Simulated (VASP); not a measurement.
Here is a VASP 6.6.1 calculation.

POSCAR

```
Si
1.0
   -2.6391948715      0.0000000000      0.0000000000
   -1.3195974358     -2.2856098043      0.0000000000
    0.0000000000      0.0000000000     13.6594726067
Si
6
Direct
    0.3333333333      0.3333333333      0.0833333333
    0.3333333333      0.3333333333      0.4166666667
    0.3333333333      0.3333333333      0.7500000000
    0.6666666667      0.6666666667      0.2500000000
    0.6666666667      0.6666666667      0.5833333333
    0.6666666667      0.6666666667      0.9166666667
```

File INCAR.step1:

```
PREC     = Accurate       # precision mode
ENCUT    = 520            # plane-wave cutoff, eV
ISMEAR   = 0              # smearing method
SIGMA    = 0.15           # smearing width, eV
LREAL    = F              # projectors in reciprocal space
LASPH    = T              # aspherical terms in the spheres
NELM     = 100            # most SCF steps
NBANDS   = 21             # bands
GGA      = PE             # functional
ALGO     = Normal         # electronic algorithm
EDIFF    = 1E-4           # SCF threshold, eV
LWAVE    = T              # write WAVECAR
LCHARG   = F              # write CHGCAR
```

The input INCAR.step2:

```
PREC     = Accurate       # precision mode
ENCUT    = 520            # plane-wave cutoff, eV
EDIFF    = 1E-7           # SCF threshold, eV
ISMEAR   = 0              # smearing method
SIGMA    = 0.15           # smearing width, eV
LREAL    = F              # projectors in reciprocal space
LASPH    = T              # aspherical terms in the spheres
NELM     = 100            # most SCF steps
ALGO     = Normal         # electronic algorithm
ISIF     = 2              # what is computed and relaxed
LWAVE    = F              # write WAVECAR
LCHARG   = F              # write CHGCAR
METAGGA  = R2SCAN         # meta-GGA
LMIXTAU  = T            
NBANDS   = 21             # bands
ISTART   = 1
```

KPOINTS

```
regular mesh
0
Gamma
  25 25 5
```

Potentials or basis: VASP PAW PBE potentials, release 64 (Si).

Launch:

```sh
$ cat potpaw_PBE.64/Si/POTCAR > POTCAR
$ cp INCAR.step1 INCAR
$ mpirun -np 1 vasp_std > vasp.out
$ cp INCAR.step2 INCAR
$ mpirun -np 1 vasp_std > vasp.out
```

Question: Predict the band gap on the k mesh.

Answer: Zero (bands 12 and 13 overlap by 13.71 eV).

Question: Estimate the pressure.

Answer: -0.1 GPa.

Stress tensor (GPa, compression positive):
```
 0.10  0.00  0.00
 0.00  0.10  0.00
 0.00  0.00 -0.46
```

Caveat: the PAW data sets were made with another functional, which shifts forces and pressure a little.
